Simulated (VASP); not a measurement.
# Na (Im-3m) in VASP: notebook, part 2 of 2

VASP 6.6.1.

### 3 Single point, PBE

INCAR

```
  PREC = Accurate
  ENCUT = 520
  EDIFF = 1E-6
  ISMEAR = -1
  SIGMA = 0.6
  LREAL = F
  LASPH = T
  NELM = 80
  ALGO = Normal
  ISIF = 2
  LWAVE = F
  LCHARG = F
  GGA = PE
  NBANDS = 10
```

KPOINTS

```
regular mesh
0
Gamma
  11 11 11
```

POSCAR

```
Na
1.0
   -2.0985562613      2.0985562613      2.0985562613
    2.0985562613     -2.0985562613      2.0985562613
    2.0985562613      2.0985562613     -2.0985562613
Na
1
Direct
    0.0000000000      0.0000000000      0.0000000000
```

Potentials or basis: VASP PAW PBE potentials, release 64 (Na_pv).

The run is started by

```bash
cat potpaw_PBE.64/Na_pv/POTCAR > POTCAR
mpirun -np 1 vasp_std > vasp.out
```

OUTCAR:

```text
PREC = Accurate
   ENCUT = 520
   EDIFF = 1E-6
   ISMEAR = -1
   LREAL = F
   LASPH = T
   NELM = 80
   ISIF = 2
   GGA = PE

 ion  position               nearest neighbor table
   1  0.000  0.000  0.000-

  LATTYP: Found a body centered cubic cell.
 ALAT       =     4.1971125226

  Lattice vectors:

 A1 = (  -2.0985562613,   2.0985562613,   2.0985562613)
 A2 = (   2.0985562613,  -2.0985562613,   2.0985562613)
 A3 = (   2.0985562613,   2.0985562613,  -2.0985562613)

Analysis of symmetry for initial positions (statically):
=====================================================================
 Subroutine PRICEL returns:
 Original cell was already a primitive cell.

 Routine SETGRP: Setting up the symmetry group for a
 body centered cubic supercell.

 Subroutine GETGRP returns: Found 48 space group operations
 (whereof 48 operations were pure point group operations)
 out of a pool of 48 trial point group operations.

The static configuration has the point symmetry O_h .

Analysis of symmetry for dynamics (positions and initial velocities):
=====================================================================
 Subroutine PRICEL returns:
 Original cell was already a primitive cell.

 Routine SETGRP: Setting up the symmetry group for a
 body centered cubic supercell.

 Subroutine GETGRP returns: Found 48 space group operations
 (whereof 48 operations were pure point group operations)
 out of a pool of 48 trial point group operations.

The dynamic configuration has the point symmetry O_h .

 Subroutine INISYM returns: Found 48 space group operations
 (whereof 48 operations are pure point group operations),
 and found     1 'primitive' translations

----------------------------------------------------------------------------------------

                                     Primitive cell

  volume of cell :      36.9676

  direct lattice vectors                    reciprocal lattice vectors
    -2.098556261  2.098556261  2.098556261     0.000000000  0.238259040  0.238259040
     2.098556261 -2.098556261  2.098556261     0.238259040  0.000000000  0.238259040
     2.098556261  2.098556261 -2.098556261     0.238259040  0.238259040  0.000000000

  length of vectors
     3.634806067  3.634806067  3.634806067     0.336949166  0.336949166  0.336949166

  position of ions in fractional coordinates (direct lattice)
     0.000000000  0.000000000  0.000000000

  ion indices of the primitive-cell ions
   primitive index   ion index
                 1           1

----------------------------------------------------------------------------------------

 KPOINTS: regular mesh

Automatic generation of k-mesh.
 Grid dimensions read from file:
 generate k-points for:   11   11   11

 Generating k-lattice:

  Cartesian coordinates                     Fractional coordinates (reciprocal lattice)
     0.000000000  0.021659913  0.021659913     0.090909091  0.000000000  0.000000000
     0.021659913  0.000000000  0.021659913     0.000000000  0.090909091  0.000000000
     0.021659913  0.021659913  0.000000000     0.000000000  0.000000000  0.090909091

  Length of vectors
     0.030631742  0.030631742  0.030631742

  Shift w.r.t. Gamma in fractional coordinates (k-lattice)
     0.000000000  0.000000000  0.000000000

 Subroutine IBZKPT returns following result:
 ===========================================

 Found     56 irreducible k-points:

 Following reciprocal coordinates:
            Coordinates               Weight
  0.000000  0.000000  0.000000      1.000000
  0.090909  0.000000  0.000000     12.000000
  0.181818  0.000000  0.000000     12.000000
  0.272727  0.000000  0.000000     12.000000
  0.363636  0.000000  0.000000     12.000000
  0.454545  0.000000  0.000000     12.000000
[... 16 lines left out ...]
  0.272727  0.181818  0.090909     48.000000
  0.363636  0.181818  0.090909     24.000000
 [... further k-points ...]
   k-points           NKPTS =     56   k-points in BZ     NKDIM =     56   number of bands    NBANDS=     10
   number of dos      NEDOS =    301   number of ions     NIONS =      1
   total plane-waves  NPLWV =  21952
   dimension x,y,z NGX =    28 NGY =   28 NGZ =   28
   dimension x,y,z NGXF=    56 NGYF=   56 NGZF=   56
   ions per type =               1
   NGX,Y,Z   is equivalent  to a cutoff of  12.81, 12.81, 12.81 a.u.
   NGXF,Y,Z  is equivalent  to a cutoff of  25.61, 25.61, 25.61 a.u.
 SYSTEM =  unknown system
   PREC   = accura    normal or accurate (medium, high low for compatibility)
   ISTART =      0    job   : 0-new  1-cont  2-samecut
   ICHARG =      2    charge: 1-file 2-atom 10-const
   ISPIN  =      1    spin polarized calculation?
   LNONCOLLINEAR =      F non collinear calculations
   LSORBIT =      F    spin-orbit coupling
   LASPH  =      T    aspherical Exc in radial PAW
   ENCUT  =  520.0 eV  38.22 Ry    6.18 a.u.   6.76  6.76  6.76*2*pi/ulx,y,z
   NELM   =     80;   NELMIN=  2; NELMDL= -5     # of ELM steps
   EDIFF  = 0.1E-05   stopping-criterion for ELM
   LREAL  =      F    real-space projection
   EDIFFG = 0.1E-04   stopping-criterion for IOM
   NSW    =      0    number of steps for IOM
   IBRION =     -1    ionic relax: 0-MD 1-quasi-New 2-CG
   NFREE  =      0    steps in history (QN), initial steepest desc. (CG)
   ISIF   =      2    stress and relaxation
   ISYM   =      2    0-nonsym 1-usesym 2-fastsym
   POTIM  = 0.5000    time-step for ionic-motion
   TEBEG  =    0.0;   TEEND  =   0.0 temperature during run
   PSTRESS=    0.0 pullay stress
   NELECT =       7.0000    total number of electrons
   NUPDOWN=      -1.0000    fix difference up-down
   EMIN   =  10.00;   EMAX   =-10.00  energy-range for DOS
   EFERMI =   0.00;   METHOD = LEGACY
   ISMEAR =    -1;   SIGMA  =   0.60  broadening in eV -4-tet -1-fermi 0-gaus
   EFERMI_NEDOS =   21; number of points for ismear=-14 and -15
   IALGO  =     38    algorithm
   IMIX   =      4    mixing-type and parameters
     AMIX     =   0.40;   BMIX     =  1.00
     AMIX_MAG =   1.60;   BMIX_MAG =  1.00
  volume/ion in A,a.u.               =      36.97       249.47
  Fermi-wavevector in a.u.,A,eV,Ry     =   0.940085  1.776502 12.024270  0.883759
  Thomas-Fermi vector in A             =   2.067461
   LORBIT       =      0    0 simple, 1 ext, 2 COOP (PROOUT), +10 PAW based schemes
   GGA     = PE    functional components
[... 5 lines left out ...]
 non-spin polarized calculation
  energy-cutoff  :      520.00
  volume of cell :       36.97
 maximum number of plane-waves:      1008
   NGX = 13   NGY = 13   NGZ = 13

 number of electron       7.0000004 magnetization

 Free energy of the ion-electron system (eV)
  ---------------------------------------------------
  ext. energy  EPLUGINS =         0.00000000
  ---------------------------------------------------
  free energy    TOTEN  =        -1.58552369 eV

  energy without entropy =       -1.05160634  energy(sigma->0) =       -1.31856501

 E-fermi :   0.2333     XC(G=0):  -6.5111

 val. band max:        0.1690351830   @ k =  -0.2727   0.4545   0.0909
 cond. band min:       0.3050250247   @ k =  -0.3636   0.4545   0.0909
 fundamental gap:      0.1359898417
 Fermi energy:         0.2333457880

 k-point     1 :       0.0000    0.0000    0.0000
  band No.  band energies     occupation
      1     -24.5648      2.00000
      2     -24.5648      2.00000
      3     -24.5647      2.00000
      4      -2.9484      1.99009
      5      12.0871      0.00000
      6      12.0871      0.00000
      7      12.0871      0.00000
      8      13.0874      0.00000
      9      13.0874      0.00000
     10      13.6451      0.00000

 k-point     2 :       0.0909    0.0000    0.0000
  band No.  band energies     occupation
      1     -24.5676      2.00000
      2     -24.5657      2.00000
      3     -24.5648      2.00000
      4      -2.8024      1.98738
      5      10.3851      0.00000
      6      11.2718      0.00000
      7      11.5739      0.00000
      8      12.1207      0.00000
      9      12.4972      0.00000
     10      13.9869      0.00000
[... 274 lines left out ...]
 k-point    24 :       0.3636    0.1818    0.0909
  band No.  band energies     occupation
      1     -24.5940      2.00000
      2     -24.5809      2.00000
      3     -24.5702      2.00000
      4       1.7068      0.15803
      5       2.1950      0.07327
      6       4.9402      0.00078
      7       6.7844      0.00004
      8      13.6733      0.00000
      9      15.0511      0.00000
     10      16.1744      0.00000

 [... further k-points ...]
[... 5 lines left out ...]
  --------------------------------------------------------------------------------------
  -------------------------------------------------------------------------------------
  Total        0.1438861      0.1438861      0.1438861      0.0000000      0.0000000      0.0000000
  in kB        6.2360205      6.2360205      6.2360205      0.0000000      0.0000000      0.0000000
  external PRESSURE =       6.2360205 kB  Pullay stress =       0.0000000 kB

 VOLUME and BASIS-vectors are now :
 -----------------------------------------------------------------------------
  energy-cutoff  :      520.00
  volume of cell :       36.97
      direct lattice vectors                 reciprocal lattice vectors
    -2.098556261  2.098556261  2.098556261     0.000000000  0.238259040  0.238259040
     2.098556261 -2.098556261  2.098556261     0.238259040  0.000000000  0.238259040
     2.098556261  2.098556261 -2.098556261     0.238259040  0.238259040  0.000000000

 POSITION                                       TOTAL-FORCE (eV/Angst)
 -----------------------------------------------------------------------------------
      0.00000      0.00000      0.00000         0.000000     -0.000000      0.000000
 -----------------------------------------------------------------------------------
    total drift:                                0.000000     -0.000000      0.000000

  FREE ENERGIE OF THE ION-ELECTRON SYSTEM (eV)
  ---------------------------------------------------
  free  energy   TOTEN  =        -1.5855236899 eV

  energy  without entropy=       -1.0516063376  energy(sigma->0) =       -1.31856501
```

OSZICAR:

```text
N       E                     dE             d eps       ncg     rms          rms(c)
DAV:   1     0.288301027468E+02    0.28830E+02   -0.38387E+03  1124   0.597E+02
DAV:   2    -0.919864056323E+00   -0.29750E+02   -0.29593E+02  1150   0.149E+02
DAV:   3    -0.158094117748E+01   -0.66108E+00   -0.66044E+00  1372   0.242E+01
DAV:   4    -0.158599688765E+01   -0.50557E-02   -0.50554E-02  1348   0.213E+00
DAV:   5    -0.158606536406E+01   -0.68476E-04   -0.68476E-04  1274   0.242E-01    0.213E-01
DAV:   6    -0.158575922937E+01    0.30613E-03   -0.47297E-04  1342   0.255E-01    0.143E-01
DAV:   7    -0.158553007599E+01    0.22915E-03   -0.10136E-03  1248   0.314E-01    0.149E-02
DAV:   8    -0.158552345715E+01    0.66188E-05   -0.42251E-05  1420   0.107E-01    0.246E-03
DAV:   9    -0.158552368989E+01   -0.23274E-06   -0.20835E-07   838   0.486E-03
   1 F= -.15855237E+01 E0= -.13185650E+01  d E =-.533917E+00
```

Run time: 24 s. Hardware: 1 thread of AMD EPYC 7R13, shared host; peak memory 0.13 GiB.

What came out:

- Free energy: -1.5855 eV
- Pressure: 0.6 GPa

Levels at points of the mesh, in eV from the Fermi level:
| k point | band 1 | band 2 | band 3 | band 4 | band 5 | band 6 |
| --- | --- | --- | --- | --- | --- | --- |
| (0.00, 0.00, 0.00) | -24.80 | -24.80 | -24.80 | -3.18 | 11.85 | 11.85 |

### 4 Single point, PBE

INCAR

```
SYSTEM = Na
PREC     = Accurate       ! precision mode
ENCUT    = 520            ! plane-wave cutoff, eV
EDIFF    = 1E-6           ! SCF threshold, eV
ISMEAR   = -1             ! smearing method
SIGMA    = 1.0            ! smearing width, eV
LREAL    = .False.        ! projectors in reciprocal space
LASPH    = .True.         ! aspherical terms in the spheres
NELM     = 60             ! most SCF steps
ALGO     = Normal         ! electronic algorithm
ISIF     = 2              ! what is computed and relaxed
LWAVE    = .False.        ! write WAVECAR
LCHARG   = .False.        ! write CHGCAR
GGA      = PE             ! functional
NBANDS   = 10             ! bands
```

KPOINTS

```
Automatic mesh
0
Gamma
  11 11 11
  0 0 0
```

POSCAR is that of step 3.

Potentials or basis: VASP PAW PBE potentials, release 64 (Na_pv).

The run is started by

```bash
cat potpaw_PBE.64/Na_pv/POTCAR > POTCAR
mpirun -np 1 vasp_std > vasp.out
```

OUTCAR:

```text
SYSTEM = Na
   PREC = Accurate
   ENCUT = 520
   EDIFF = 1E-6
   ISMEAR = -1
   LREAL = .False.
   LASPH = .True.
   NELM = 60
   ISIF = 2
   GGA = PE

 ion  position               nearest neighbor table
   1  0.000  0.000  0.000-

  LATTYP: Found a body centered cubic cell.
 ALAT       =     4.1971125226

  Lattice vectors:

 A1 = (  -2.0985562613,   2.0985562613,   2.0985562613)
 A2 = (   2.0985562613,  -2.0985562613,   2.0985562613)
 A3 = (   2.0985562613,   2.0985562613,  -2.0985562613)

Analysis of symmetry for initial positions (statically):
=====================================================================
 Subroutine PRICEL returns:
 Original cell was already a primitive cell.

 Routine SETGRP: Setting up the symmetry group for a
 body centered cubic supercell.

 Subroutine GETGRP returns: Found 48 space group operations
 (whereof 48 operations were pure point group operations)
 out of a pool of 48 trial point group operations.

The static configuration has the point symmetry O_h .

Analysis of symmetry for dynamics (positions and initial velocities):
=====================================================================
[... 156 lines left out ...]

 val. band max:       -0.1066015915   @ k =  -0.3636   0.3636   0.1818
 cond. band min:       0.0296262610   @ k =   0.3636   0.0909   0.0000
 fundamental gap:      0.1362278525
 Fermi energy:         0.0294071986

 k-point     1 :       0.0000    0.0000    0.0000
  band No.  band energies     occupation
      1     -24.5639      2.00000
      2     -24.5639      2.00000
      3     -24.5639      2.00000
      4      -2.9491      1.90318
      5      12.0861      0.00001
      6      12.0862      0.00001
      7      12.0862      0.00001
      8      13.0871      0.00000
      9      13.0871      0.00000
     10      13.6440      0.00000
[... 287 lines left out ...]
 k-point    24 :       0.3636    0.1818    0.0909
  band No.  band energies     occupation
      1     -24.5932      2.00000
      2     -24.5800      2.00000
      3     -24.5694      2.00000
      4       1.7061      0.31507
      5       2.1944      0.20588
      6       4.9395      0.01464
      7       6.7840      0.00233
      8      13.6727      0.00000
      9      15.0507      0.00000
     10      16.1739      0.00000

 [... further k-points ...]
[... 5 lines left out ...]
  --------------------------------------------------------------------------------------
  -------------------------------------------------------------------------------------
  Total        0.3740628      0.3740628      0.3740628      0.0000000     -0.0000000      0.0000000
  in kB       16.2118771     16.2118771     16.2118771      0.0000000     -0.0000000      0.0000000
  external PRESSURE =      16.2118771 kB  Pullay stress =       0.0000000 kB

 VOLUME and BASIS-vectors are now :
 -----------------------------------------------------------------------------
  energy-cutoff  :      520.00
  volume of cell :       36.97
      direct lattice vectors                 reciprocal lattice vectors
    -2.098556261  2.098556261  2.098556261     0.000000000  0.238259040  0.238259040
     2.098556261 -2.098556261  2.098556261     0.238259040  0.000000000  0.238259040
     2.098556261  2.098556261 -2.098556261     0.238259040  0.238259040  0.000000000

 POSITION                                       TOTAL-FORCE (eV/Angst)
 -----------------------------------------------------------------------------------
      0.00000      0.00000      0.00000        -0.000000      0.000000      0.000000
 -----------------------------------------------------------------------------------
    total drift:                                0.000000     -0.000000      0.000000

  FREE ENERGIE OF THE ION-ELECTRON SYSTEM (eV)
  ---------------------------------------------------
  free  energy   TOTEN  =        -2.0406111680 eV

  energy  without entropy=       -0.6722660397  energy(sigma->0) =       -1.35643860
```

stdout:

```text
POSCAR found type information on POSCAR Na
 POSCAR found :  1 types and       1 ions
 scaLAPACK will be used
 LDA part: xc-table for (Slater+PW92), standard interpolation
 POSCAR, INCAR and KPOINTS ok, starting setup
 FFT: planning ... GRIDC
 FFT: planning ... GRID_SOFT
 FFT: planning ... GRID
 WAVECAR not read
 entering main loop
```

Run time: 26 s. Hardware: 1 thread of AMD EPYC 7R13, shared host; peak memory 0.12 GiB.

What came out:

```
Free energy : -2.0406 eV
Pressure    : 1.6 GPa
```

Levels at points of the mesh, in eV from the Fermi level:
```csv
k point,band 1,band 2,band 3,band 4,band 5,band 6,band 7,band 8
"(0.00, 0.00, 0.00)",-24.59,-24.59,-24.59,-2.98,12.06,12.06,12.06,13.06
```

### 5 Single point, PBE

INCAR

```
SYSTEM = Na
PREC = Accurate
ENCUT = 520
EDIFF = 1E-6
ISMEAR = 0
SIGMA = 0.01
LREAL = .False.
LASPH = .True.
NELM = 100
ALGO = Normal
ISIF = 2
LWAVE = .False.
LCHARG = .False.
GGA = PE
NBANDS = 10
```

KPOINTS is that of step 4.

POSCAR is that of step 4.

The run is started by

```bash
cat potpaw_PBE.64/Na_pv/POTCAR > POTCAR
mpirun -np 1 vasp_std > vasp.out
```

It took 24 s on 1 thread of AMD EPYC 7R13, shared host; peak memory 0.13 GiB.

Results (log left out):

```
Free energy : -1.3135 eV
Pressure    : 0.0 GPa
```

Levels at points of the mesh, in eV from the Fermi level:
```
           k point  band 1  band 2  band 3  band 4  band 5  band 6  band 7
(0.00, 0.00, 0.00)  -24.87  -24.87  -24.87   -3.26   11.77   11.78   11.78
```

### 6 Overview

| k mesh | smearing | gap on the mesh (eV) | pressure (GPa) |
| --- | --- | --- | --- |
| 15 × 15 × 15 | fermi-dirac 0.1 eV | none | 0.0 |
| 11 × 11 × 11 | fermi-dirac 0.6 eV | none | 0.6 |
| 11 × 11 × 11 | fermi-dirac 1 eV | none | 1.6 |
| 11 × 11 × 11 | gaussian 0.01 eV | none | 0.0 |

Alike in all rows: task single point; level PBE; potentials or basis VASP PAW PBE potentials, release 64 (Na_pv); no spin polarisation; cell as given; cutoff (eV) 520.

Every run on the cell as given and a fine mesh finds a metal.

Absolute energies hang on the potentials; compare differences alone.
